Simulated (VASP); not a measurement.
# CuH3 in VASP: single point with PBE

Aim: the single point of CuH3 with PBE.

Everything below comes from runs of VASP 6.6.1. Logs are shortened: lines on timing, memory, paths and dates and some standing lists are left out, and cuts for length are marked.

### Step 1. The cell of the first run

The cell holds a sheet with vacuum, 4 atoms: a = 2.538 Å, b = 2.538 Å, c = 28.924 Å, α = 90.00°, β = 90.00°, γ = 90.00°.

### Step 2. Single point, PBE

INCAR reads:

```
SYSTEM = CuH3
ALGO = Normal
DIPOL = 0.5 0.5 0.293
EDIFF = 1E-6
ENCUT = 520
GGA = PE
IDIPOL = 3
ISIF = 2
ISMEAR = 0
LASPH = .True.
LCHARG = .False.
LDIPOL = .True.
LREAL = .False.
LWAVE = .False.
NBANDS = 15
NELM = 60
PREC = Accurate
SIGMA = 0.1
```

KPOINTS reads:

```
k-points
0
Gamma
  6 6 1
  0 0 0
```

POSCAR reads:

```
CuH3
1.0
    2.5384682170      0.0000000000      0.0000000000
    0.0000000000      2.5384682170      0.0000000000
    0.0000000000      0.0000000000     28.9239074400
Cu H
1 3
Direct
    0.5000000000      0.5000000000      0.2344170359
    0.0000000000      0.0000000000      0.2341521139
    0.0000000000      0.0000000000      0.3654193415
    0.0000000000      0.0000000000      0.3396389759
```

Potentials or basis: VASP PAW PBE potentials, release 64 (Cu, H).

The run is started by

```
cat potpaw_PBE.64/Cu/POTCAR potpaw_PBE.64/H/POTCAR > POTCAR
mpirun -np 1 vasp_std > vasp.out
```

OUTCAR:

```text
SYSTEM = CuH3
   EDIFF = 1E-6
   ENCUT = 520
   GGA = PE
   ISIF = 2
   ISMEAR = 0
   LASPH = .True.
   LREAL = .False.
   NELM = 60
   PREC = Accurate

 ion  position               nearest neighbor table
   1  0.500  0.500  0.234-   2 1.79   2 1.79   2 1.79   2 1.79
   2  0.000  0.000  0.234-   1 1.79   1 1.79   1 1.79   1 1.79
   3  0.000  0.000  0.365-   4 0.75
   4  0.000  0.000  0.340-   3 0.75

  LATTYP: Found a simple tetragonal cell.
 ALAT       =     2.5384682170
 C/A-ratio  =    11.3942365897

  Lattice vectors:

 A1 = (   2.5384682170,   0.0000000000,   0.0000000000)
 A2 = (   0.0000000000,   2.5384682170,   0.0000000000)
 A3 = (   0.0000000000,   0.0000000000,  28.9239074400)

Analysis of symmetry for initial positions (statically):
=====================================================================
 Subroutine PRICEL returns:
 Original cell was already a primitive cell.

 Routine SETGRP: Setting up the symmetry group for a
 simple tetragonal supercell.

 Subroutine GETGRP returns: Found  8 space group operations
 (whereof  8 operations were pure point group operations)
 out of a pool of 16 trial point group operations.

The static configuration has the point symmetry C_4v.

Analysis of symmetry for dynamics (positions and initial velocities):
=====================================================================
 Subroutine PRICEL returns:
 Original cell was already a primitive cell.

 Routine SETGRP: Setting up the symmetry group for a
 simple tetragonal supercell.

 Subroutine GETGRP returns: Found  8 space group operations
 (whereof  8 operations were pure point group operations)
 out of a pool of 16 trial point group operations.

The dynamic configuration has the point symmetry C_4v.

 Subroutine INISYM returns: Found  8 space group operations
 (whereof  8 operations are pure point group operations),
 and found     1 'primitive' translations

----------------------------------------------------------------------------------------

                                     Primitive cell

  volume of cell :     186.3805

  direct lattice vectors                    reciprocal lattice vectors
     2.538468217  0.000000000  0.000000000     0.393938358  0.000000000  0.000000000
     0.000000000  2.538468217  0.000000000     0.000000000  0.393938358  0.000000000
     0.000000000  0.000000000 28.923907440     0.000000000  0.000000000  0.034573475

  length of vectors
     2.538468217  2.538468217 28.923907440     0.393938358  0.393938358  0.034573475

  position of ions in fractional coordinates (direct lattice)
     0.500000000  0.500000000  0.234417036
     0.000000000  0.000000000  0.234152114
     0.000000000  0.000000000  0.365419342
     0.000000000  0.000000000  0.339638976

  ion indices of the primitive-cell ions
   primitive index   ion index
                 1           1
                 2           2
                 3           3
                 4           4

----------------------------------------------------------------------------------------

 KPOINTS: k-points

Automatic generation of k-mesh.
 Grid dimensions read from file:
 generate k-points for:    6    6    1

 Generating k-lattice:

  Cartesian coordinates                     Fractional coordinates (reciprocal lattice)
     0.065656393  0.000000000  0.000000000     0.166666667  0.000000000  0.000000000
     0.000000000  0.065656393  0.000000000     0.000000000  0.166666667  0.000000000
     0.000000000  0.000000000  0.034573475     0.000000000  0.000000000  1.000000000

  Length of vectors
     0.065656393  0.065656393  0.034573475

  Shift w.r.t. Gamma in fractional coordinates (k-lattice)
     0.000000000  0.000000000  0.000000000

 Subroutine IBZKPT returns following result:
 ===========================================

 Found     10 irreducible k-points:

 Following reciprocal coordinates:
            Coordinates               Weight
  0.000000  0.000000  0.000000      1.000000
  0.166667  0.000000  0.000000      4.000000
  0.333333  0.000000  0.000000      4.000000
  0.500000  0.000000  0.000000      2.000000
  0.166667  0.166667  0.000000      4.000000
  0.333333  0.166667  0.000000      8.000000
  0.500000  0.166667  0.000000      4.000000
  0.333333  0.333333  0.000000      4.000000
  0.500000  0.333333  0.000000      4.000000
  0.500000  0.500000  0.000000      1.000000
   k-points           NKPTS =     10   k-points in BZ     NKDIM =     10   number of bands    NBANDS=     15
   number of dos      NEDOS =    301   number of ions     NIONS =      4
   total plane-waves  NPLWV =  86400
   dimension x,y,z NGX =    20 NGY =   20 NGZ =  216
   dimension x,y,z NGXF=    40 NGYF=   40 NGZF=  432
   ions per type =               1   3
   NGX,Y,Z   is equivalent  to a cutoff of  13.10, 13.10, 12.42 a.u.
   NGXF,Y,Z  is equivalent  to a cutoff of  26.20, 26.20, 24.83 a.u.
 SYSTEM =  CuH3
   PREC   = accura    normal or accurate (medium, high low for compatibility)
   ISTART =      0    job   : 0-new  1-cont  2-samecut
   ICHARG =      2    charge: 1-file 2-atom 10-const
   ISPIN  =      1    spin polarized calculation?
   LNONCOLLINEAR =      F non collinear calculations
   LSORBIT =      F    spin-orbit coupling
   LASPH  =      T    aspherical Exc in radial PAW
   ENCUT  =  520.0 eV  38.22 Ry    6.18 a.u.   4.72  4.72 53.78*2*pi/ulx,y,z
   NELM   =     60;   NELMIN=  2; NELMDL= -5     # of ELM steps
   EDIFF  = 0.1E-05   stopping-criterion for ELM
   LREAL  =      F    real-space projection
   EDIFFG = 0.1E-04   stopping-criterion for IOM
   NSW    =      0    number of steps for IOM
   IBRION =     -1    ionic relax: 0-MD 1-quasi-New 2-CG
   NFREE  =      0    steps in history (QN), initial steepest desc. (CG)
   ISIF   =      2    stress and relaxation
   ISYM   =      2    0-nonsym 1-usesym 2-fastsym
   POTIM  = 0.5000    time-step for ionic-motion
   TEBEG  =    0.0;   TEEND  =   0.0 temperature during run
   PSTRESS=    0.0 pullay stress
   NELECT =      14.0000    total number of electrons
   NUPDOWN=      -1.0000    fix difference up-down
   EMIN   =  10.00;   EMAX   =-10.00  energy-range for DOS
   EFERMI =   0.00;   METHOD = LEGACY
   ISMEAR =     0;   SIGMA  =   0.10  broadening in eV -4-tet -1-fermi 0-gaus
   EFERMI_NEDOS =   21; number of points for ismear=-14 and -15
   IALGO  =     38    algorithm
   IMIX   =      4    mixing-type and parameters
     AMIX     =   0.40;   BMIX     =  1.00
     AMIX_MAG =   1.60;   BMIX_MAG =  1.00
  volume/ion in A,a.u.               =      46.60       314.44
  Fermi-wavevector in a.u.,A,eV,Ry     =   0.690744  1.305318  6.491718  0.477128
  Thomas-Fermi vector in A             =   1.772199
   LORBIT       =      0    0 simple, 1 ext, 2 COOP (PROOUT), +10 PAW based schemes
   GGA     = PE    functional components
   LHFCALC =     F    Hartree Fock is set to
   AEXX    =    0.0000 exact exchange contribution
   IVDW    =     0    specifies the selected vdW correction
   LEPSILON=     F    determine dielectric tensor
   LRPA    =     F    only Hartree local field effects (RPA)
 non-spin polarized calculation
 Gauss-broadening in eV      SIGMA  =   0.10
  energy-cutoff  :      520.00
  volume of cell :      186.38
 maximum number of plane-waves:      5071
 NGX is ok and might be reduce to    20
   NGX =  9   NGY =  9   NGZ =107

 dipolmoment           0.000000      0.000000     -0.000007 electrons x Angstroem

 number of electron      13.9999991 magnetization

 dipolmoment           0.000000      0.000000      0.002533 electrons x Angstroem

 Free energy of the ion-electron system (eV)
  ---------------------------------------------------
  ext. energy  EPLUGINS =         0.00000000
  ---------------------------------------------------
  free energy    TOTEN  =       -13.10440662 eV

  energy without entropy =      -13.10400590  energy(sigma->0) =      -13.10420626

 E-fermi :  -2.3110     XC(G=0):  -2.1304

 val. band max:       -2.4965728309   @ k =   0.5000   0.3333   0.0000
 cond. band min:      -2.1254546935   @ k =   0.1667   0.0000   0.0000
 fundamental gap:      0.3711181374
 Fermi energy:        -2.3110137611

 k-point     1 :       0.0000    0.0000    0.0000
  band No.  band energies     occupation
      1     -12.4390      2.00000
      2     -10.4845      2.00000
      3      -6.9550      2.00000
      4      -5.8418      2.00000
      5      -5.2229      2.00000
      6      -5.2229      2.00000
      7      -5.0916      2.00000
      8      -3.0229      2.00000
      9      -0.1341      0.00000
     10       0.7696      0.00000
     11       1.1309      0.00000
     12       1.2903      0.00000
     13       2.0666      0.00000
     14       2.1618      0.00000
     15       3.4270      0.00000

 k-point     2 :       0.1667    0.0000    0.0000
  band No.  band energies     occupation
      1     -11.8022      2.00000
      2     -10.1089      2.00000
      3      -6.7922      2.00000
      4      -5.7324      2.00000
      5      -5.6370      2.00000
      6      -5.2774      2.00000
      7      -5.2008      2.00000
      8      -2.1255      0.00869
      9       0.4353      0.00000
     10       1.3960      0.00000
     11       1.7716      0.00000
     12       1.9100      0.00000
     13       2.7009      0.00000
     14       2.7222      0.00000
     15       3.9075      0.00000

 k-point     3 :       0.3333    0.0000    0.0000
  band No.  band energies     occupation
      1     -10.0594      2.00000
      2      -9.2100      2.00000
      3      -6.6113      2.00000
      4      -6.1791      2.00000
      5      -5.6272      2.00000
      6      -5.5121      2.00000
      7      -5.1564      2.00000
      8      -0.0295      0.00000
      9       0.4504      0.00000
     10       2.2429      0.00000
     11       3.3077      0.00000
     12       3.6844      0.00000
     13       3.8640      0.00000
     14       4.4189      0.00000
     15       4.6279      0.00000

 k-point     4 :       0.5000    0.0000    0.0000
  band No.  band energies     occupation
      1      -8.7260      2.00000
      2      -8.2681      2.00000
      3      -7.0909      2.00000
      4      -6.3900      2.00000
      5      -5.7926      2.00000
      6      -5.3995      2.00000
      7      -5.1341      2.00000
      8      -1.4892      0.00000
      9       1.9364      0.00000
     10       3.3882      0.00000
     11       3.5729      0.00000
     12       5.0431      0.00000
     13       6.4865      0.00000
     14       6.5964      0.00000
     15       6.7676      0.00000
[... 55 lines left out ...]
 k-point     8 :       0.3333    0.3333    0.0000
  band No.  band energies     occupation
      1      -9.4557      2.00000
      2      -8.1404      2.00000
      3      -5.9940      2.00000
      4      -5.8101      2.00000
      5      -5.5024      2.00000
      6      -5.4809      2.00000
      7      -4.3415      2.00000
      8       2.5505      0.00000
      9       2.7027      0.00000
     10       3.2427      0.00000
     11       4.4436      0.00000
     12       5.6189      0.00000
     13       6.1982      0.00000
     14       6.3841      0.00000
     15       6.6897      0.00000

 k-point     9 :       0.5000    0.3333    0.0000
  band No.  band energies     occupation
      1      -9.3807      2.00000
      2      -7.6907      2.00000
      3      -6.1045      2.00000
      4      -5.8150      2.00000
      5      -5.4360      2.00000
      6      -5.1046      2.00000
      7      -2.4966      1.99131
      8      -0.2237      0.00000
      9       4.6542      0.00000
     10       4.6695      0.00000
     11       5.4863      0.00000
     12       6.2291      0.00000
     13       7.2489      0.00000
     14       8.2164      0.00000
     15       8.4800      0.00000

 k-point    10 :       0.5000    0.5000    0.0000
  band No.  band energies     occupation
      1      -9.6022      2.00000
      2      -7.2905      2.00000
      3      -6.0087      2.00000
      4      -6.0087      2.00000
      5      -5.2570      2.00000
      6      -4.5890      2.00000
      7       0.2959      0.00000
      8       1.1156      0.00000
      9       1.1156      0.00000
     10       5.3515      0.00000
     11       6.8846      0.00000
     12       7.1995      0.00000
     13       7.1995      0.00000
     14       7.8044      0.00000
     15       9.5771      0.00000

------------------------ aborting loop because EDIFF is reached ----------------------------------------

 vacuum level on the upper side and lower side of the slab       (xc-potential included)         0.027        -0.043

  FORCE on cell =-STRESS in cart. coord.  units (eV):
  Direction    XX          YY          ZZ          XY          YZ          ZX
  --------------------------------------------------------------------------------------
  -------------------------------------------------------------------------------------
  Total       -0.0407754     -0.0407754     -0.0407842      0.0000000      0.0000000      0.0000000
  in kB       -0.3505167     -0.3505167     -0.3505925      0.0000000      0.0000000      0.0000000
  external PRESSURE =      -0.3505419 kB  Pullay stress =       0.0000000 kB

 VOLUME and BASIS-vectors are now :
 -----------------------------------------------------------------------------
  energy-cutoff  :      520.00
  volume of cell :      186.38
      direct lattice vectors                 reciprocal lattice vectors
     2.538468217  0.000000000  0.000000000     0.393938358  0.000000000  0.000000000
     0.000000000  2.538468217  0.000000000     0.000000000  0.393938358  0.000000000
     0.000000000  0.000000000 28.923907440     0.000000000  0.000000000  0.034573475

 POSITION                                       TOTAL-FORCE (eV/Angst)
 -----------------------------------------------------------------------------------
      1.26923      1.26923      6.78026         0.000000      0.000000      0.000091
      0.00000      0.00000      6.77259         0.000000     -0.000000     -0.002751
      0.00000      0.00000     10.56936         0.000000     -0.000000      0.008716
      0.00000      0.00000      9.82369         0.000000     -0.000000     -0.006056
 -----------------------------------------------------------------------------------
    total drift:                               -0.000000     -0.000000     -0.001068

  FREE ENERGIE OF THE ION-ELECTRON SYSTEM (eV)
  ---------------------------------------------------
  free  energy   TOTEN  =       -13.1044066208 eV

  energy  without entropy=      -13.1040058994  energy(sigma->0) =      -13.10420626

 vacuum level on the upper side and lower side of the slab         1.035         0.964
```

It took 78 s on 1 thread of AMD EPYC 7R13, shared host; peak memory 0.24 GiB.

Results:

| Item | Value |
| --- | --- |
| Free energy | -13.1044 eV |
| Largest force | 0.009 eV/Å |
| Band gap on the k mesh | zero (band 7 reaches 0.30 eV, above the bottom of band 8 at -3.02 eV) |

Forces on the atoms (eV/Å):
```
Cu   0.000  0.000  0.000
H    0.000  0.000 -0.003
H    0.000  0.000  0.009
H    0.000  0.000 -0.006
```

Caveat: the k points lie up to 0.41 Å⁻¹ apart.
